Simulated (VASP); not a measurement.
# Si (Pm-3m) in VASP: notebook, part 2 of 2

VASP 6.6.1.

## (5) Single point, RPBE (15.76 Å³/atom)

This run uses another cell than the first one, of 15.76 Å³/atom.

Input file INCAR:

```
  PREC = Accurate
  ENCUT = 520
  EDIFF = 1E-6
  ISMEAR = -1
  SIGMA = 0.1
  LREAL = False
  LASPH = True
  NELM = 100
  ALGO = Normal
  ISIF = 2
  LWAVE = False
  LCHARG = False
  GGA = RP
  NBANDS = 8
```

Input file KPOINTS:

```
regular mesh
0
Gamma
  14 14 14
```

Input file POSCAR:

```
Si
1.0
    2.5073986581      0.0000000000      0.0000000000
    0.0000000000      2.5073986581      0.0000000000
    0.0000000000      0.0000000000      2.5073986581
Si
1
Direct
    0.0000000000      0.0000000000      0.0000000000
```

The run is started by

```console
$ cat potpaw_PBE.64/Si/POTCAR > POTCAR
$ mpirun -np 1 vasp_std > vasp.out
```

Wall time 6.8 s (1 thread of AMD EPYC 7R13 (Zen 3), shared host); peak memory 0.09 GiB.

It converged, with:

| Quantity | Value |
| --- | --- |
| Free energy | -4.7828 eV |
| Pressure | 4.5 GPa |
| Band gap on the k mesh | zero (bands 2 and 3 overlap by 10.34 eV) |

Levels at points of the mesh, in eV from the Fermi level:
```tsv
k point	band 1	band 2	band 3	band 4	band 5	band 6	band 7
(0.00, 0.00, 0.00)	-13.50	7.31	7.31	7.83	7.83	7.83	16.04
(0.50, 0.00, 0.00)	-8.76	-6.79	9.98	11.37	11.37	14.60	14.60
(0.50, 0.50, 0.00)	-3.45	-3.03	-3.03	1.27	14.82	17.27	17.27
(0.50, 0.50, 0.50)	0.51	0.51	0.51	3.97	4.96	4.96	4.96
```

Caveat: the cell stands under pressure; the PAW data sets were made with another functional, which shifts forces and pressure a little.

## (6) Single point, RPBE (16.42 Å³/atom)

Input file INCAR:

```
ALGO = Normal
EDIFF = 1E-6
ENCUT = 520
GGA = RP
ISIF = 2
ISMEAR = -1
LASPH = T
LCHARG = F
LREAL = F
LWAVE = F
NBANDS = 8
NELM = 60
PREC = Accurate
SIGMA = 0.1
```

Input file KPOINTS:

```
k-points
0
Gamma
  14 14 14
```

Input file POSCAR:

```
Si
1.0
    2.5417508536      0.0000000000      0.0000000000
    0.0000000000      2.5417508536      0.0000000000
    0.0000000000      0.0000000000      2.5417508536
Si
1
Direct
    0.0000000000      0.0000000000      0.0000000000
```

Potentials or basis: VASP PAW PBE potentials, release 64 (Si).

The run is started by

```console
$ cat potpaw_PBE.64/Si/POTCAR > POTCAR
$ mpirun -np 1 vasp_std > vasp.out
```

OUTCAR:

```text
EDIFF = 1E-6
   ENCUT = 520
   GGA = RP
   ISIF = 2
   ISMEAR = -1
   LASPH = T
   LREAL = F
   NELM = 60
   PREC = Accurate

 ion  position               nearest neighbor table
   1  0.000  0.000  0.000-

  LATTYP: Found a simple cubic cell.
 ALAT       =     2.5417508536

  Lattice vectors:

 A1 = (   2.5417508536,   0.0000000000,   0.0000000000)
 A2 = (   0.0000000000,   2.5417508536,   0.0000000000)
 A3 = (   0.0000000000,   0.0000000000,   2.5417508536)

Analysis of symmetry for initial positions (statically):
=====================================================================
 Subroutine PRICEL returns:
 Original cell was already a primitive cell.

 Routine SETGRP: Setting up the symmetry group for a
 simple cubic supercell.

 Subroutine GETGRP returns: Found 48 space group operations
 (whereof 48 operations were pure point group operations)
 out of a pool of 48 trial point group operations.

The static configuration has the point symmetry O_h .

Analysis of symmetry for dynamics (positions and initial velocities):
=====================================================================
 Subroutine PRICEL returns:
 Original cell was already a primitive cell.

 Routine SETGRP: Setting up the symmetry group for a
 simple cubic supercell.

 Subroutine GETGRP returns: Found 48 space group operations
 (whereof 48 operations were pure point group operations)
 out of a pool of 48 trial point group operations.

The dynamic configuration has the point symmetry O_h .

 Subroutine INISYM returns: Found 48 space group operations
 (whereof 48 operations are pure point group operations),
 and found     1 'primitive' translations

----------------------------------------------------------------------------------------

                                     Primitive cell

  volume of cell :      16.4210
[... 106 lines left out ...]
     AMIX     =   0.40;   BMIX     =  1.00
     AMIX_MAG =   1.60;   BMIX_MAG =  1.00
  volume/ion in A,a.u.               =      16.42       110.81
  Fermi-wavevector in a.u.,A,eV,Ry     =   1.022418  1.932090 14.222697  1.045339
  Thomas-Fermi vector in A             =   2.156096
   LORBIT       =      0    0 simple, 1 ext, 2 COOP (PROOUT), +10 PAW based schemes
   GGA     = RP    functional components
   LHFCALC =     F    Hartree Fock is set to
   AEXX    =    0.0000 exact exchange contribution
   IVDW    =     0    specifies the selected vdW correction
   LEPSILON=     F    determine dielectric tensor
   LRPA    =     F    only Hartree local field effects (RPA)
 non-spin polarized calculation
  energy-cutoff  :      520.00
  volume of cell :       16.42
 maximum number of plane-waves:       466
 NGX is ok and might be reduce to    20
   NGX =  9   NGY =  9   NGZ =  9

 number of electron       4.0000000 magnetization

 Free energy of the ion-electron system (eV)
  ---------------------------------------------------
  ext. energy  EPLUGINS =         0.00000000
  ---------------------------------------------------
  free energy    TOTEN  =        -4.79189259 eV

  energy without entropy =       -4.77950277  energy(sigma->0) =       -4.78569768

 E-fermi :   8.2230     XC(G=0): -10.5397

 val. band max:        8.1984571801   @ k =   0.5000   0.5000   0.4286
 cond. band min:       8.3318181089   @ k =   0.4286   0.3571   0.1429
 fundamental gap:      0.1333609288
 Fermi energy:         8.2229560612

 k-point     1 :       0.0000    0.0000    0.0000
  band No.  band energies     occupation
      1      -4.9032      2.00000
      2      15.5416      0.00000
      3      15.5416      0.00000
      4      15.8055      0.00000
      5      15.8055      0.00000
      6      15.8055      0.00000
      7      23.7769      0.00000
      8      32.6406      0.00000
[... 243 lines left out ...]
 k-point    24 :       0.3571    0.2143    0.0000
  band No.  band energies     occupation
      1      -1.1748      2.00000
      2       5.2397      2.00000
      3      11.1056      0.00000
      4      17.7771      0.00000
      5      18.7994      0.00000
      6      22.0374      0.00000
      7      25.2707      0.00000
      8      27.8411      0.00000

 [... further k-points ...]

------------------------ aborting loop because EDIFF is reached ----------------------------------------

  FORCE on cell =-STRESS in cart. coord.  units (eV):
  Direction    XX          YY          ZZ          XY          YZ          ZX
  --------------------------------------------------------------------------------------
  -------------------------------------------------------------------------------------
  Total        0.0057585      0.0057585      0.0057585      0.0000000      0.0000000      0.0000000
  in kB        0.5618557      0.5618557      0.5618557      0.0000000      0.0000000      0.0000000
  external PRESSURE =       0.5618557 kB  Pullay stress =       0.0000000 kB

 VOLUME and BASIS-vectors are now :
 -----------------------------------------------------------------------------
  energy-cutoff  :      520.00
  volume of cell :       16.42
      direct lattice vectors                 reciprocal lattice vectors
     2.541750854  0.000000000  0.000000000     0.393429591  0.000000000  0.000000000
     0.000000000  2.541750854  0.000000000     0.000000000  0.393429591  0.000000000
     0.000000000  0.000000000  2.541750854     0.000000000  0.000000000  0.393429591

 POSITION                                       TOTAL-FORCE (eV/Angst)
 -----------------------------------------------------------------------------------
      0.00000      0.00000      0.00000         0.000000      0.000000      0.000000
 -----------------------------------------------------------------------------------
    total drift:                               -0.000000     -0.000000     -0.000000

  FREE ENERGIE OF THE ION-ELECTRON SYSTEM (eV)
  ---------------------------------------------------
  free  energy   TOTEN  =        -4.7918925856 eV

  energy  without entropy=       -4.7795027652  energy(sigma->0) =       -4.78569768
```

Wall time 7.2 s (1 thread of AMD EPYC 7R13 (Zen 3), shared host); peak memory 0.09 GiB.

Results:

```
Free energy            : -4.7919 eV
Pressure               : 0.1 GPa
Band gap on the k mesh : zero (bands 2 and 3 overlap by 10.21 eV)
```

Levels at points of the mesh, in eV from the Fermi level:
| k point | band 1 | band 2 | band 3 | band 4 | band 5 | band 6 |
| --- | --- | --- | --- | --- | --- | --- |
| (0.00, 0.00, 0.00) | -13.13 | 7.32 | 7.32 | 7.58 | 7.58 | 7.58 |
| (0.50, 0.00, 0.00) | -8.59 | -6.49 | 9.90 | 10.93 | 10.93 | 14.40 |
| (0.50, 0.50, 0.00) | -3.52 | -2.89 | -2.89 | 1.48 | 14.17 | 16.98 |
| (0.50, 0.50, 0.50) | 0.49 | 0.49 | 0.49 | 3.43 | 5.06 | 5.06 |

Caveat: the PAW data sets were made with another functional, which shifts forces and pressure a little.

## (7) Overview

| cell | k mesh | gap on the mesh (eV) | pressure (GPa) |
| --- | --- | --- | --- |
| a = 2.542 Å, 1 atom | 12 × 12 × 12 | none | -0.3 |
| a = 2.436 Å, 1 atom | 14 × 14 × 14 | none | 16.8 |
| a = 2.472 Å, 1 atom | 14 × 14 × 14 | none | 10.0 |
| a = 2.507 Å, 1 atom | 14 × 14 × 14 | none | 4.5 |
| a = 2.542 Å, 1 atom | 14 × 14 × 14 | none | 0.1 |

Alike in all rows: task single point; level RPBE; potentials or basis VASP PAW PBE potentials, release 64 (Si); no spin polarisation; cutoff (eV) 520; smearing fermi-dirac 0.1 eV.

Caveats: the PAW data sets were made with another functional, which shifts forces and pressure a little; the cell stands under pressure (at least some runs).

Absolute energies hang on the potentials; compare differences alone.
